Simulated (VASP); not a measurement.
# V (Fm-3m) in VASP: settings compared, part 2 of 2

VASP 6.6.1. Earlier steps stand in the parts before.

### Step 3. Relaxation of cell and atoms, PBE+U

INCAR

```
PREC = Accurate
ENCUT = 500
EDIFF = 1E-7
ISMEAR = -1
SIGMA = 0.1
LREAL = F
LASPH = T
NELM = 200
ALGO = Normal
ISIF = 3
LWAVE = F
LCHARG = F
LMAXMIX = 4
LDAU = T
LDAUTYPE = 2
LDAUL = 2
LDAUU = 6
LDAUJ = 0
LDAUPRINT = 1
GGA = PE
IBRION = 2
NSW = 60
EDIFFG = -0.01
GGA_COMPAT = F
NELMIN = 4
```

KPOINTS

```
Automatic mesh
0
Gamma
  8 8 8
```

POSCAR

```
V
1.0
    0.0000000000      1.9315760000      1.9315760000
    1.9315760000      0.0000000000      1.9315760000
    1.9315760000      1.9315760000      0.0000000000
V
1
Direct
    0.0000000000      0.0000000000      0.0000000000
```

Potentials or basis: VASP PAW PBE potentials, release 64 (V_sv).

On the command line:

```console
> cat potpaw_PBE.64/V_sv/POTCAR > POTCAR
> mpirun -np 1 vasp_std > vasp.out
```

OUTCAR:

```text
PREC = Accurate
   ENCUT = 500
   EDIFF = 1E-7
   ISMEAR = -1
   LREAL = F
   LASPH = T
   NELM = 200
   ISIF = 3
   GGA = PE
   IBRION = 2
   NSW = 60
   EDIFFG = -0.01
   NELMIN = 4

 ion  position               nearest neighbor table
   1  0.000  0.000  0.000-

  LATTYP: Found a face centered cubic cell.
 ALAT       =     3.8631520000

  Lattice vectors:

 A1 = (   0.0000000000,   1.9315760000,   1.9315760000)
 A2 = (   1.9315760000,   0.0000000000,   1.9315760000)
 A3 = (   1.9315760000,   1.9315760000,   0.0000000000)

Analysis of symmetry for initial positions (statically):
=====================================================================
 Subroutine PRICEL returns:
 Original cell was already a primitive cell.

 Routine SETGRP: Setting up the symmetry group for a
 face centered cubic supercell.

 Subroutine GETGRP returns: Found 48 space group operations
[... 9 lines left out ...]

 Routine SETGRP: Setting up the symmetry group for a
 face centered cubic supercell.

 Subroutine GETGRP returns: Found 48 space group operations
[... 11 lines left out ...]
                                     Primitive cell

  volume of cell :      14.4134

  direct lattice vectors                    reciprocal lattice vectors
     0.000000000  1.931576000  1.931576000    -0.258855981  0.258855981  0.258855981
     1.931576000  0.000000000  1.931576000     0.258855981 -0.258855981  0.258855981
     1.931576000  1.931576000  0.000000000     0.258855981  0.258855981 -0.258855981

  length of vectors
     2.731660976  2.731660976  2.731660976     0.448351711  0.448351711  0.448351711

  position of ions in fractional coordinates (direct lattice)
     0.000000000  0.000000000  0.000000000

  ion indices of the primitive-cell ions
   primitive index   ion index
                 1           1

----------------------------------------------------------------------------------------

 KPOINTS: Automatic mesh

Automatic generation of k-mesh.
 Grid dimensions read from file:
 generate k-points for:    8    8    8

 Generating k-lattice:

  Cartesian coordinates                     Fractional coordinates (reciprocal lattice)
    -0.032356998  0.032356998  0.032356998     0.125000000  0.000000000  0.000000000
     0.032356998 -0.032356998  0.032356998     0.000000000  0.125000000  0.000000000
     0.032356998  0.032356998 -0.032356998     0.000000000  0.000000000  0.125000000

  Length of vectors
     0.056043964  0.056043964  0.056043964

  Shift w.r.t. Gamma in fractional coordinates (k-lattice)
     0.000000000  0.000000000  0.000000000

 Subroutine IBZKPT returns following result:
 ===========================================

 Found     29 irreducible k-points:
[... 74 lines left out ...]
   J (eV)           for each species LDAUJ =   0.0
   GGA     = PE    functional components
   LHFCALC =     F    Hartree Fock is set to
   AEXX    =    0.0000 exact exchange contribution
   IVDW    =     0    specifies the selected vdW correction
   LEPSILON=     F    determine dielectric tensor
   LRPA    =     F    only Hartree local field effects (RPA)
 conjugate gradient relaxation of ions
 non-spin polarized calculation
  energy-cutoff  :      500.00
  volume of cell :       14.41
 maximum number of plane-waves:       380
   NGX =  9   NGY =  9   NGZ =  9

--------------------------------------- Ionic step        1  -------------------------------------------

 number of electron      12.9999993 magnetization

 Free energy of the ion-electron system (eV)
  ---------------------------------------------------
  ext. energy  EPLUGINS =         0.00000000
  ---------------------------------------------------
  free energy    TOTEN  =        -2.70627482 eV

  energy without entropy =       -2.65909778  energy(sigma->0) =       -2.68268630

------------------------ aborting loop because EDIFF is reached ----------------------------------------

  FORCE on cell =-STRESS in cart. coord.  units (eV):
  Direction    XX          YY          ZZ          XY          YZ          ZX
  --------------------------------------------------------------------------------------
  -------------------------------------------------------------------------------------
  Total        0.8090992      0.8090992      0.8090992     -0.0000000     -0.0000000     -0.0000000
  in kB       89.9387773     89.9387773     89.9387773     -0.0000000     -0.0000000     -0.0000000
  external PRESSURE =      89.9387773 kB  Pullay stress =       0.0000000 kB
[... 86 lines left out ...]
  FREE ENERGIE OF THE ION-ELECTRON SYSTEM (eV)
  ---------------------------------------------------
  free  energy   TOTEN  =        -2.7254738260 eV

  energy  without entropy=       -2.6759498214  energy(sigma->0) =       -2.70071182

atom =   1  type =  1  l = 2

 onsite density matrix

spin component  1

  0.3457 -0.0000 -0.0000 -0.0000  0.0000
 -0.0000  0.3457  0.0000 -0.0000  0.0000
 -0.0000  0.0000  0.1765  0.0000 -0.0000
 -0.0000 -0.0000  0.0000  0.3457  0.0000
  0.0000  0.0000 -0.0000  0.0000  0.1765

spin component  2

  0.3457 -0.0000 -0.0000 -0.0000  0.0000
 -0.0000  0.3457  0.0000 -0.0000  0.0000
 -0.0000  0.0000  0.1765  0.0000 -0.0000
 -0.0000 -0.0000  0.0000  0.3457  0.0000
  0.0000  0.0000 -0.0000  0.0000  0.1765

 occupancies and eigenvectors

  o =  0.1765  v =  0.0000 -0.0000 -0.1149  0.0000 -0.9934  0.0000  0.0000  0.0000  0.0000  0.0000      0.0000  0.0000  0.0000  0.0000  0.0000  0.0000  0.0000  0.0000  0.0000  0.0000
  o =  0.1765  v =  0.0000  0.0000  0.0000  0.0000  0.0000  0.0000 -0.0000 -0.1149  0.0000 -0.9934      0.0000  0.0000  0.0000  0.0000  0.0000  0.0000  0.0000  0.0000  0.0000  0.0000
  o =  0.1765  v =  0.0000 -0.0000 -0.9934  0.0000  0.1149  0.0000  0.0000  0.0000  0.0000  0.0000      0.0000  0.0000  0.0000  0.0000  0.0000  0.0000  0.0000  0.0000  0.0000  0.0000
  o =  0.1765  v =  0.0000  0.0000  0.0000  0.0000  0.0000  0.0000 -0.0000 -0.9934  0.0000  0.1149      0.0000  0.0000  0.0000  0.0000  0.0000  0.0000  0.0000  0.0000  0.0000  0.0000
  o =  0.3457  v =  0.0000 -0.0929  0.0000 -0.9957 -0.0000  0.0000  0.0000  0.0000  0.0000  0.0000      0.0000  0.0000  0.0000  0.0000  0.0000  0.0000  0.0000  0.0000  0.0000  0.0000
  o =  0.3457  v =  0.0000  0.0000  0.0000  0.0000  0.0000  0.0000 -0.0929  0.0000 -0.9957 -0.0000      0.0000  0.0000  0.0000  0.0000  0.0000  0.0000  0.0000  0.0000  0.0000  0.0000
  o =  0.3457  v =  0.0000  0.0000  0.0000  0.0000  0.0000  1.0000  0.0000  0.0000  0.0000  0.0000      0.0000  0.0000  0.0000  0.0000  0.0000  0.0000  0.0000  0.0000  0.0000  0.0000
  o =  0.3457  v =  1.0000  0.0000  0.0000  0.0000  0.0000  0.0000  0.0000  0.0000  0.0000  0.0000      0.0000  0.0000  0.0000  0.0000  0.0000  0.0000  0.0000  0.0000  0.0000  0.0000
  o =  0.3457  v =  0.0000  0.9957 -0.0000 -0.0929 -0.0000  0.0000  0.0000  0.0000  0.0000  0.0000      0.0000  0.0000  0.0000  0.0000  0.0000  0.0000  0.0000  0.0000  0.0000  0.0000
  o =  0.3457  v =  0.0000  0.0000  0.0000  0.0000  0.0000  0.0000  0.9957 -0.0000 -0.0929 -0.0000      0.0000  0.0000  0.0000  0.0000  0.0000  0.0000  0.0000  0.0000  0.0000  0.0000

--------------------------------------- Ionic step        4  -------------------------------------------

 number of electron      12.9999996 magnetization

 Free energy of the ion-electron system (eV)
  ---------------------------------------------------
  ext. energy  EPLUGINS =         0.00000000
  ---------------------------------------------------
  free energy    TOTEN  =        -2.72547829 eV

  energy without entropy =       -2.67600794  energy(sigma->0) =       -2.70074311

 E-fermi :   9.2208     XC(G=0): -12.3649

 val. band max:        9.1996375468   @ k =   0.5000   0.0000   0.0000
 cond. band min:       9.2635728820   @ k =  -0.3750   0.1250   0.0000
 fundamental gap:      0.0639353352
 Fermi energy:         9.2208119919

 k-point     1 :       0.0000    0.0000    0.0000
  band No.  band energies     occupation
      1     -56.1960      2.00000
      2     -29.6286      2.00000
      3     -29.6286      2.00000
      4     -29.6286      2.00000
      5       2.0089      2.00000
      6       9.1908      1.14895
      7       9.1908      1.14895
      8       9.1908      1.14894
      9      11.6962      0.00000
     10      11.6962      0.00000
[... 287 lines left out ...]
 k-point    24 :      -0.3750    0.2500    0.1250
  band No.  band energies     occupation
      1     -56.0669      2.00000
      2     -30.1366      2.00000
      3     -29.8601      2.00000
      4     -29.7551      2.00000
      5       6.8658      2.00000
      6       8.1631      1.99995
      7       8.7718      1.97781
      8      10.4333      0.00001
      9      11.9573      0.00000
     10      14.3038      0.00000

 [... further k-points ...]
[... 5 lines left out ...]
  --------------------------------------------------------------------------------------
  -------------------------------------------------------------------------------------
  Total        0.0039031      0.0039031      0.0039031     -0.0000000      0.0000000     -0.0000000
  in kB        0.4135637      0.4135637      0.4135637     -0.0000000      0.0000000     -0.0000000
  external PRESSURE =       0.4135637 kB  Pullay stress =       0.0000000 kB
[... 16 lines left out ...]
  FREE ENERGIE OF THE ION-ELECTRON SYSTEM (eV)
  ---------------------------------------------------
  free  energy   TOTEN  =        -2.7254782873 eV

  energy  without entropy=       -2.6760079419  energy(sigma->0) =       -2.70074311

 reached required accuracy - stopping structural energy minimisation
```

CONTCAR:

```text
V
   1.00000000000000
     0.0000000000000000    1.9626778863044567    1.9626778863044567
     1.9626778863044567   -0.0000000000000000    1.9626778863044567
     1.9626778863044567    1.9626778863044567   -0.0000000000000000
  V
     1
Direct
     0.0000000000000000    0.0000000000000000    0.0000000000000000

  0.00000000E+00  0.00000000E+00  0.00000000E+00
```

Wall time 12 s (1 thread of Intel Xeon Platinum 8375C at 2.90GHz (Ice Lake), shared host); peak memory 0.13 GiB.

Results:

```
Free energy                            : -2.7255 eV
Relaxed volume                         : 15.12 Å³/atom
Relaxed cell                           : a = 2.776 Å, b = 2.776 Å, c = 2.776 Å, α = 60.00°, β = 60.00°, γ = 60.00°
Space group after relaxing (to 0.05 Å) : Fm-3m (No. 225)
Energy gained by relaxing              : 19.2 meV/atom
Ionic steps                            : 4
Pressure after relaxing                : 0.0 GPa
```

Step by step:
```
step  energy change (eV)  largest force (eV/Å)  pressure (GPa)  volume (Å³)
   1              0.0000                0.0000            8.99        14.41
   2              0.0152                0.0000           -9.99        16.17
   3             -0.0192                0.0000           -0.14        15.14
   4             -0.0192                0.0000            0.04        15.12
```

Final structure:
```cif
data_structure
_symmetry_space_group_name_H-M 'P 1'
_symmetry_Int_Tables_number 1
_cell_length_a 2.7756
_cell_length_b 2.7756
_cell_length_c 2.7756
_cell_angle_alpha 60.000
_cell_angle_beta 60.000
_cell_angle_gamma 60.000
_cell_volume 15.12
loop_
_atom_site_label
_atom_site_type_symbol
_atom_site_fract_x
_atom_site_fract_y
_atom_site_fract_z
_atom_site_occupancy
V1 V 0.00000 0.00000 0.00000 1
```

Eigenvalues of the final occupation matrices:
```
    site  spin  trace               eigenvalues
site 1 d     1   1.39  0.18 0.18 0.35 0.35 0.35
site 1 d     2   1.39  0.18 0.18 0.35 0.35 0.35
```

Caveat: U without spin polarisation on a metal has little footing; the U is typed as a test and isn't derived for this compound.
